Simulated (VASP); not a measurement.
# NaEuC4 (P6/mmm) in VASP: further runs

Runs on NaEuC4. Level: PBE. Tasks: single point.

Program: VASP 6.6.1. These are calculated values, not measurements. Logs are shortened: lines on timing, memory, paths and dates and some standing lists are left out, and cuts for length are marked.

## (1) The cell of the first run

Symmetry: P6/mmm, No. 191, hexagonal system. The conventional cell has a = 2.709 Å, b = 2.709 Å, c = 9.611 Å, α = 90.00°, β = 90.00°, γ = 120.00°. Within 3.6 Å of Na (site symmetry 6/mmm) lie 6 Na at 2.71 Å and 12 C at 2.93 Å. Eu (site symmetry 6/mmm) has 6 Eu at 2.71 Å and 12 C at 2.81 Å within 3.6 Å. C (site symmetry 3m) has 3 C at 1.56 Å within 2.1 Å.

The cell was generated, and may not be a known phase.

## (2) Single point, PBE, collinear spin, ferromagnetic start

Contents of INCAR:

```
SYSTEM = NaEuC4
PREC = Accurate
ENCUT = 520
EDIFF = 1E-7
ISMEAR = 0
SIGMA = 0.1
LREAL = .FALSE.
LASPH = .TRUE.
NELM = 150
ALGO = Normal
ISIF = 2
LWAVE = .FALSE.
LCHARG = .FALSE.
ISPIN = 2
MAGMOM = 0 7 0 0 0 0
LORBIT = 11
LMAXMIX = 6
GGA = PE
NBANDS = 33
```

Contents of KPOINTS:

```
regular mesh
0
G
  6 6 2
  0 0 0
```

Contents of POSCAR:

```
NaEuC4
1.0
    2.7087780712      0.0000000000      0.0000000000
   -1.3543890356      2.3458706228      0.0000000000
    0.0000000000      0.0000000000      9.6109046085
Na Eu C
1 1 4
Direct
    0.0000000000      0.0000000000      0.0000000000
    0.0000000000      0.0000000000      0.5000000000
    0.3333333333      0.6666666667      0.7423961750
    0.3333333333      0.6666666667      0.2576038250
    0.6666666667      0.3333333333      0.7423961750
    0.6666666667      0.3333333333      0.2576038250
```

Potentials or basis: VASP PAW PBE potentials, release 64 (Na_pv, Eu, C).

Started as:

```sh
$ cat potpaw_PBE.64/Na_pv/POTCAR potpaw_PBE.64/Eu/POTCAR potpaw_PBE.64/C/POTCAR > POTCAR
$ mpirun -np 1 vasp_std > vasp.out
```

OUTCAR:

```text
SYSTEM = NaEuC4
   PREC = Accurate
   ENCUT = 520
   EDIFF = 1E-7
   ISMEAR = 0
   LREAL = .FALSE.
   LASPH = .TRUE.
   NELM = 150
   ISIF = 2
   ISPIN = 2
   LORBIT = 11
   GGA = PE

 ion  position               nearest neighbor table
   1  0.000  0.000  0.000-
   2  0.000  0.000  0.500-   3 2.81   4 2.81   5 2.81   6 2.81   3 2.81   4 2.81   5 2.81   6 2.81
                             5 2.81   6 2.81   3 2.81   4 2.81
   3  0.333  0.667  0.742-   5 1.56   5 1.56   5 1.56   2 2.81   2 2.81   2 2.81
   4  0.333  0.667  0.258-   6 1.56   6 1.56   6 1.56   2 2.81   2 2.81   2 2.81
   5  0.667  0.333  0.742-   3 1.56   3 1.56   3 1.56   2 2.81   2 2.81   2 2.81
   6  0.667  0.333  0.258-   4 1.56   4 1.56   4 1.56   2 2.81   2 2.81   2 2.81

  LATTYP: Found a hexagonal cell.
 ALAT       =     2.7087780712
 C/A-ratio  =     3.5480590716

  Lattice vectors:

 A1 = (   2.7087780712,   0.0000000000,   0.0000000000)
 A2 = (  -1.3543890356,   2.3458706228,   0.0000000000)
 A3 = (   0.0000000000,   0.0000000000,   9.6109046085)

Analysis of symmetry for initial positions (statically):
=====================================================================
 Subroutine PRICEL returns:
 Original cell was already a primitive cell.

 Routine SETGRP: Setting up the symmetry group for a
 hexagonal supercell.

 Subroutine GETGRP returns: Found 24 space group operations
 (whereof 24 operations were pure point group operations)
 out of a pool of 24 trial point group operations.

The static configuration has the point symmetry D_6h.

Analysis of symmetry for dynamics (positions and initial velocities):
=====================================================================
 Subroutine PRICEL returns:
 Original cell was already a primitive cell.

 Routine SETGRP: Setting up the symmetry group for a
 hexagonal supercell.

 Subroutine GETGRP returns: Found 24 space group operations
 (whereof 24 operations were pure point group operations)
 out of a pool of 24 trial point group operations.

The dynamic configuration has the point symmetry D_6h.

Analysis of structural, dynamic, and magnetic symmetry:
=====================================================================
 Subroutine PRICEL returns:
 Original cell was already a primitive cell.

 Routine SETGRP: Setting up the symmetry group for a
 hexagonal supercell.

 Subroutine GETGRP returns: Found 24 space group operations
 (whereof 24 operations were pure point group operations)
 out of a pool of 24 trial point group operations.

The overall configuration has the point symmetry D_6h.

 Subroutine INISYM returns: Found 24 space group operations
 (whereof 24 operations are pure point group operations),
 and found     1 'primitive' translations

----------------------------------------------------------------------------------------

                                     Primitive cell

  volume of cell :      61.0719

  direct lattice vectors                    reciprocal lattice vectors
     2.708778071  0.000000000  0.000000000     0.369170147  0.213140484  0.000000000
    -1.354389036  2.345870623  0.000000000     0.000000000  0.426280968  0.000000000
     0.000000000  0.000000000  9.610904609     0.000000000  0.000000000  0.104048478

  length of vectors
     2.708778071  2.708778071  9.610904609     0.426280968  0.426280968  0.104048478

  position of ions in fractional coordinates (direct lattice)
     0.000000000  0.000000000  0.000000000
     0.000000000  0.000000000  0.500000000
     0.333333333  0.666666667  0.742396175
     0.333333333  0.666666667  0.257603825
     0.666666667  0.333333333  0.742396175
     0.666666667  0.333333333  0.257603825

  ion indices of the primitive-cell ions
   primitive index   ion index
                 1           1
                 2           2
                 3           3
                 4           4
                 5           5
                 6           6

----------------------------------------------------------------------------------------

 KPOINTS: regular mesh

Automatic generation of k-mesh.
 Grid dimensions read from file:
 generate k-points for:    6    6    2

 Generating k-lattice:

  Cartesian coordinates                     Fractional coordinates (reciprocal lattice)
     0.061528358  0.035523414  0.000000000     0.166666667  0.000000000  0.000000000
     0.000000000  0.071046828  0.000000000     0.000000000  0.166666667  0.000000000
     0.000000000  0.000000000  0.052024239     0.000000000  0.000000000  0.500000000

  Length of vectors
     0.071046828  0.071046828  0.052024239

  Shift w.r.t. Gamma in fractional coordinates (k-lattice)
     0.000000000  0.000000000  0.000000000

 Subroutine IBZKPT returns following result:
 ===========================================

 Found     14 irreducible k-points:

 Following reciprocal coordinates:
            Coordinates               Weight
  0.000000  0.000000  0.000000      1.000000
  0.166667  0.000000  0.000000      6.000000
  0.333333  0.000000  0.000000      6.000000
  0.500000  0.000000  0.000000      3.000000
  0.166667  0.166667  0.000000      6.000000
  0.333333  0.166667  0.000000     12.000000
  0.333333  0.333333  0.000000      2.000000
  0.000000  0.000000  0.500000      1.000000
  0.166667  0.000000  0.500000      6.000000
  0.333333  0.000000  0.500000      6.000000
  0.500000  0.000000  0.500000      3.000000
  0.166667  0.166667  0.500000      6.000000
  0.333333  0.166667  0.500000     12.000000
  0.333333  0.333333  0.500000      2.000000
   k-points           NKPTS =     14   k-points in BZ     NKDIM =     14   number of bands    NBANDS=     33
   number of dos      NEDOS =    301   number of ions     NIONS =      6
   total plane-waves  NPLWV =  28800
   dimension x,y,z NGX =    20 NGY =   20 NGZ =   72
   dimension x,y,z NGXF=    40 NGYF=   40 NGZF=  144
   ions per type =               1   1   4
   NGX,Y,Z   is equivalent  to a cutoff of  12.27, 12.27, 12.45 a.u.
   NGXF,Y,Z  is equivalent  to a cutoff of  24.55, 24.55, 24.91 a.u.
 SYSTEM =  NaEuC4
   PREC   = accura    normal or accurate (medium, high low for compatibility)
   ISTART =      0    job   : 0-new  1-cont  2-samecut
   ICHARG =      2    charge: 1-file 2-atom 10-const
   ISPIN  =      2    spin polarized calculation?
   LNONCOLLINEAR =      F non collinear calculations
   LSORBIT =      F    spin-orbit coupling
   LASPH  =      T    aspherical Exc in radial PAW
   ENCUT  =  520.0 eV  38.22 Ry    6.18 a.u.   5.04  5.04 17.87*2*pi/ulx,y,z
   NELM   =    150;   NELMIN=  2; NELMDL= -5     # of ELM steps
   EDIFF  = 0.1E-06   stopping-criterion for ELM
   LREAL  =      F    real-space projection
   EDIFFG = 0.1E-05   stopping-criterion for IOM
   NSW    =      0    number of steps for IOM
   IBRION =     -1    ionic relax: 0-MD 1-quasi-New 2-CG
   NFREE  =      0    steps in history (QN), initial steepest desc. (CG)
   ISIF   =      2    stress and relaxation
   ISYM   =      2    0-nonsym 1-usesym 2-fastsym
   POTIM  = 0.5000    time-step for ionic-motion
   TEBEG  =    0.0;   TEEND  =   0.0 temperature during run
   PSTRESS=    0.0 pullay stress
   NELECT =      40.0000    total number of electrons
   NUPDOWN=      -1.0000    fix difference up-down
   EMIN   =  10.00;   EMAX   =-10.00  energy-range for DOS
   EFERMI =   0.00;   METHOD = LEGACY
   ISMEAR =     0;   SIGMA  =   0.10  broadening in eV -4-tet -1-fermi 0-gaus
   EFERMI_NEDOS =   21; number of points for ismear=-14 and -15
   IALGO  =     38    algorithm
   IMIX   =      4    mixing-type and parameters
     AMIX     =   0.40;   BMIX     =  1.00
     AMIX_MAG =   1.60;   BMIX_MAG =  1.00
  volume/ion in A,a.u.               =      10.18        68.69
  Fermi-wavevector in a.u.,A,eV,Ry     =   1.421721  2.686662 27.501311  2.021289
  Thomas-Fermi vector in A             =   2.542500
   LORBIT       =     11    0 simple, 1 ext, 2 COOP (PROOUT), +10 PAW based schemes
   GGA     = PE    functional components
   LHFCALC =     F    Hartree Fock is set to
   AEXX    =    0.0000 exact exchange contribution
   IVDW    =     0    specifies the selected vdW correction
   LEPSILON=     F    determine dielectric tensor
   LRPA    =     F    only Hartree local field effects (RPA)
 spin polarized calculation
 Gauss-broadening in eV      SIGMA  =   0.10
  energy-cutoff  :      520.00
  volume of cell :       61.07
 maximum number of plane-waves:      1680
   NGX = 11   NGY = 11   NGZ = 35

 number of electron      39.9999977 magnetization       7.0499592

 Free energy of the ion-electron system (eV)
  ---------------------------------------------------
  ext. energy  EPLUGINS =         0.00000000
  ---------------------------------------------------
  free energy    TOTEN  =       -45.45913473 eV

  energy without entropy =      -45.45083280  energy(sigma->0) =      -45.45498376

 E-fermi :   7.4752     XC(G=0): -11.6904

 val. band max:        7.4697629463   @ k =   0.1667   0.0000   0.0000
 cond. band min:       7.4774826736   @ k =   0.0000   0.0000   0.0000
 fundamental gap:      0.0077197273
 Fermi energy:         7.4752178513

 spin component 1

 k-point     1 :       0.0000    0.0000    0.0000
  band No.  band energies     occupation
      1     -35.4249      1.00000
      2     -18.6703      1.00000
      3     -18.5087      1.00000
      4     -18.5087      1.00000
      5     -14.9299      1.00000
      6     -11.9062      1.00000
[... 24 lines left out ...]
     31      12.3415      0.00000
     32      12.3546      0.00000

 k-point     2 :       0.1667    0.0000    0.0000
  band No.  band energies     occupation
      1     -35.1349      1.00000
      2     -18.6443      1.00000
      3     -18.6390      1.00000
      4     -18.5355      1.00000
      5     -14.5241      1.00000
      6     -12.5938      1.00000
[... 24 lines left out ...]
     31      12.8518      0.00000
     32      13.5134      0.00000
[... 383 lines left out ...]
     31      13.4537      0.00000
     32      14.1337      0.00000

 k-point    14 :       0.3333    0.3333    0.5000
  band No.  band energies     occupation
      1     -33.9566      1.00000
      2     -18.8526      1.00000
      3     -18.8526      1.00000
      4     -18.5549      1.00000
      5     -15.2421      1.00000
      6     -15.2421      1.00000
[... 24 lines left out ...]
     31      13.4737      0.00000
     32      14.3224      0.00000
 Fermi energy:         7.4752178513

 spin component 2

 k-point     1 :       0.0000    0.0000    0.0000
  band No.  band energies     occupation
      1     -32.4499      1.00000
      2     -18.6703      1.00000
      3     -18.5094      1.00000
      4     -18.5094      1.00000
      5     -13.5445      1.00000
      6     -11.8858      1.00000
[... 24 lines left out ...]
     31      12.5900      0.00000
     32      12.5900      0.00000

 k-point     2 :       0.1667    0.0000    0.0000
  band No.  band energies     occupation
      1     -32.1313      1.00000
      2     -18.6443      1.00000
      3     -18.6397      1.00000
      4     -18.5361      1.00000
      5     -13.0376      1.00000
      6     -11.4153      1.00000
[... 24 lines left out ...]
     31      13.7937      0.00000
     32      14.1206      0.00000
[... 383 lines left out ...]
     31      14.0557      0.00000
     32      15.1293      0.00000

 k-point    14 :       0.3333    0.3333    0.5000
  band No.  band energies     occupation
      1     -30.8098      1.00000
      2     -18.8536      1.00000
      3     -18.8536      1.00000
      4     -18.5549      1.00000
      5     -13.1006      1.00000
      6     -13.1006      1.00000
[... 24 lines left out ...]
     31      13.8372      0.00000
     32      14.3890      0.00000
 [bands above 32 left out]

------------------------ aborting loop because EDIFF is reached ----------------------------------------

  FORCE on cell =-STRESS in cart. coord.  units (eV):
  Direction    XX          YY          ZZ          XY          YZ          ZX
  --------------------------------------------------------------------------------------
  -------------------------------------------------------------------------------------
  Total        0.2186738      0.2186738      0.0613702      0.0000000      0.0000000      0.0000000
  in kB        5.7367452      5.7367452      1.6100028      0.0000000      0.0000000      0.0000000
  external PRESSURE =       4.3611644 kB  Pullay stress =       0.0000000 kB

 VOLUME and BASIS-vectors are now :
 -----------------------------------------------------------------------------
  energy-cutoff  :      520.00
  volume of cell :       61.07
      direct lattice vectors                 reciprocal lattice vectors
     2.708778071  0.000000000  0.000000000     0.369170147  0.213140484  0.000000000
    -1.354389036  2.345870623  0.000000000     0.000000000  0.426280968  0.000000000
     0.000000000  0.000000000  9.610904609     0.000000000  0.000000000  0.104048478

 POSITION                                       TOTAL-FORCE (eV/Angst)
 -----------------------------------------------------------------------------------
      0.00000      0.00000      0.00000        -0.000000     -0.000000      0.000000
      0.00000      0.00000      4.80545        -0.000000     -0.000000      0.000000
     -0.00000      1.56391      7.13510         0.000000      0.000000      0.001421
     -0.00000      1.56391      2.47581         0.000000     -0.000000     -0.001421
      1.35439      0.78196      7.13510        -0.000000      0.000000      0.001421
      1.35439      0.78196      2.47581        -0.000000     -0.000000     -0.001421
 -----------------------------------------------------------------------------------
    total drift:                                0.000000     -0.000000      0.000000

  FREE ENERGIE OF THE ION-ELECTRON SYSTEM (eV)
  ---------------------------------------------------
  free  energy   TOTEN  =       -45.4591347257 eV

  energy  without entropy=      -45.4508327967  energy(sigma->0) =      -45.45498376

 total charge

# of ion       s       p       d       f       tot
--------------------------------------------------
    1        0.153   5.982   0.000   0.000   6.136
    2        2.075   5.728   1.020   6.614  15.437
    3        0.798   1.606   0.000   0.000   2.403
    4        0.798   1.606   0.000   0.000   2.403
    5        0.798   1.606   0.000   0.000   2.403
    6        0.798   1.606   0.000   0.000   2.403
--------------------------------------------------
tot          5.420  18.132   1.020   6.614  31.187

 magnetization (x)

# of ion       s       p       d       f       tot
--------------------------------------------------
    1       -0.002   0.000   0.000   0.000  -0.001
    2        0.019  -0.082   0.328   6.473   6.737
    3       -0.000  -0.004   0.000   0.000  -0.004
    4       -0.000  -0.004   0.000   0.000  -0.004
    5       -0.000  -0.004   0.000   0.000  -0.004
    6       -0.000  -0.004   0.000   0.000  -0.004
--------------------------------------------------
tot          0.017  -0.098   0.328   6.473   6.719
```

It took 77 s on 1 thread of Intel Xeon 6975P-C (Granite Rapids), shared host; peak memory 0.23 GiB.

What came out:

```yaml
Free_energy: -45.4591 eV
Pressure: 0.4 GPa
Net_moment: 7.05 μB per cell
Site_moments: Na -0.00; Eu +6.74; C -0.00 μB
Valence_electrons_inside_the_program's_atomic_spheres: Na 6.14; Eu 15.44; C 2.40
```

Stress tensor (GPa, compression positive):
```
0.57 0.00 0.00
0.00 0.57 0.00
0.00 0.00 0.16
```

Levels at points of the mesh, in eV from the Fermi level:
Spin up:
| k point | band 20 | band 21 | band 22 | band 23 | band 24 | band 25 | band 26 | band 27 | band 28 | band 29 |
| --- | --- | --- | --- | --- | --- | --- | --- | --- | --- | --- |
| (0.00, 0.00, 0.00) | -1.07 | -1.07 | -0.67 | -0.67 | -0.38 | 2.47 | 2.47 | 4.34 | 4.34 | 4.80 |
| (0.50, 0.00, 0.00) | -0.97 | -0.80 | -0.70 | -0.64 | -0.61 | -0.07 | 1.50 | 2.81 | 2.88 | 3.77 |
| (0.00, 0.00, 0.50) | -1.07 | -1.07 | -0.67 | -0.67 | -0.38 | 2.47 | 2.47 | 3.65 | 4.35 | 4.35 |
| (0.50, 0.00, 0.50) | -0.87 | -0.72 | -0.70 | -0.64 | -0.61 | -0.27 | 1.06 | 2.82 | 2.85 | 4.59 |
Spin down:
```csv
k point,band 15,band 16,band 17,band 18,band 19,band 20
"(0.00, 0.00, 0.00)",-4.68,-1.72,0.00,1.72,3.04,3.60
"(0.50, 0.00, 0.00)",-4.34,-2.95,-0.88,-0.50,2.24,2.30
"(0.00, 0.00, 0.50)",-4.68,-1.28,-0.12,1.72,3.10,3.60
"(0.50, 0.00, 0.50)",-4.24,-2.89,-1.14,-0.26,1.70,2.11
```

Caveat: the k points lie up to 0.45 Å⁻¹ apart; spin-orbit coupling is left out, which moves the levels of the heavy elements; semilocal functionals describe open f shells poorly, which spoils levels, moments and volumes. The state reached can hang on the start; a lower one may exist.

## (3) Single point, PBE, collinear spin, ferromagnetic start

This run uses another cell than the first one, of 14.39 Å³/atom.

Contents of INCAR:

```
PREC = Accurate ; ENCUT = 520
EDIFF = 1E-6 ; ISMEAR = 0
SIGMA = 0.1 ; LREAL = F
LASPH = T ; NELM = 150
ALGO = Normal ; ISIF = 2
LWAVE = F ; LCHARG = T
ISPIN = 2 ; MAGMOM = 0 7 0 0 0 0
LORBIT = 11 ; LMAXMIX = 6
GGA = PE ; LELF = T
LVHAR = T ; NBANDS = 33
```

Contents of KPOINTS:

```
regular mesh
0
Gamma
  6 6 2
```

Contents of POSCAR:

```
NaEuC4
1.0
    3.6307797200      0.0000000000      0.0000000000
   -1.8153898600      3.1443474700      0.0000000000
    0.0000000000      0.0000000000      7.5619811300
Na Eu C
1 1 4
Direct
    0.0000000000      0.0000000000      0.0000000000
    0.0000000000      0.0000000000      0.5000000000
    0.3333333300      0.6666666700      0.7340772700
    0.3333333300      0.6666666700      0.2659227300
    0.6666666700      0.3333333300      0.7340772700
    0.6666666700      0.3333333300      0.2659227300
```

Potentials or basis: VASP PAW PBE potentials, release 64 (Na_pv, Eu, C).

Started as:

```sh
$ cat potpaw_PBE.64/Na_pv/POTCAR potpaw_PBE.64/Eu/POTCAR potpaw_PBE.64/C/POTCAR > POTCAR
$ mpirun -np 1 vasp_std > vasp.out
```

Run time: 2.9 min. Hardware: 1 thread of Intel Xeon 6975P-C (Granite Rapids), shared host; peak memory 0.28 GiB.

The run converged. Its results:

| Property | Result |
| --- | --- |
| Free energy | -39.2613 eV |
| Pressure | -17.2 GPa |
| Largest force | 0.126 eV/Å |
| Net moment | 6.80 μB per cell |
| Site moments | Na -0.00; Eu +6.32; C +0.03 μB |
| Valence electrons inside the program's atomic spheres | Na 6.02; Eu 14.70; C 2.09 |

Forces on the atoms (eV/Å):
```
Na   0.000  0.000  0.000
Eu   0.000  0.000  0.000
C    0.000  0.000 -0.126
C    0.000  0.000  0.126
C    0.000  0.000 -0.126
C    0.000  0.000  0.126
```

Stress tensor (GPa, compression positive):
```
-24.43   0.00   0.00
  0.00 -24.43   0.00
  0.00   0.00  -2.73
```

Levels at points of the mesh, in eV from the Fermi level:
Spin up:
```
           k point  band 22  band 23  band 24  band 25  band 26  band 27
(0.00, 0.00, 0.00)    -0.03    -0.03    -0.02     1.29     1.29     1.82
(0.50, 0.00, 0.00)    -0.21    -0.18    -0.12     0.25     1.26     4.74
(0.00, 0.00, 0.50)    -0.15    -0.04    -0.04     1.28     1.28     2.61
(0.50, 0.00, 0.50)    -0.21    -0.17    -0.12     0.14     0.77     4.97
```
Spin down:
| k point | band 15 | band 16 | band 17 | band 18 | band 19 | band 20 |
| --- | --- | --- | --- | --- | --- | --- |
| (0.00, 0.00, 0.00) | -2.22 | -2.22 | -1.90 | 1.60 | 1.60 | 1.96 |
| (0.50, 0.00, 0.00) | -1.54 | -1.30 | -0.38 | -0.09 | 1.04 | 4.00 |
| (0.00, 0.00, 0.50) | -2.58 | -2.26 | -2.26 | 1.60 | 1.60 | 2.13 |
| (0.50, 0.00, 0.50) | -1.60 | -0.99 | -0.38 | -0.15 | 0.59 | 4.07 |

Caveat: the k points lie up to 0.42 Å⁻¹ apart; spin-orbit coupling is left out, which moves the levels of the heavy elements; semilocal functionals describe open f shells poorly, which spoils levels, moments and volumes. The state reached can hang on the start; a lower one may exist.
